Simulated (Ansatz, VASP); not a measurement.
# One calculation of Cd, two programs

```
Cd
1.0
    -2.25363    0.03869   -2.30099
    -2.21058   -4.48925    2.33531
    -2.19857    4.39987    2.16856
Cd
4
Cartesian
  -0.0477 0.0346 0.0086
  -2.2709 -2.2031 0.0275
  -2.2137 2.2503 -0.0108
  -2.1304 -0.1325 2.1775
```

Change from the starting cell: cell x4, atoms moved at random (sigma 0.05 Å) and cell strained at random (1.5 %), then relaxed without symmetry.

Alike in both runs: task relaxation of cell and atoms; functional PBE; k mesh 6 × 4 × 4; occupations gaussian, width 0.2 eV; no spin polarisation.

|  | VASP | Ansatz |
| --- | --- | --- |
| version | VASP 6.6.1 | Ansatz 0.2.0 |
| potentials or method | VASP PAW PBE potentials, release 64 (Cd), cutoff 600 eV | scalar-relativistic, plane waves, PAW |
| valence electrons in the cell | 48 | 80 |

```tsv
	VASP	Ansatz	Ansatz less VASP
gap on the k mesh at the Fermi level, each at its own relaxed structure (eV)	none	none	-
relaxed volume (Å³/atom)	23.17	23.11	-0.061
relaxed cell length with the largest relative difference (Å)	3.399	3.388	-0.0105
```

A gap of «none» marks a metal or a gap that the smearing closes. VASP's potentials hold 48 valence electrons a cell and Ansatz's 80, so a difference there can come from the potentials and not from the codes.
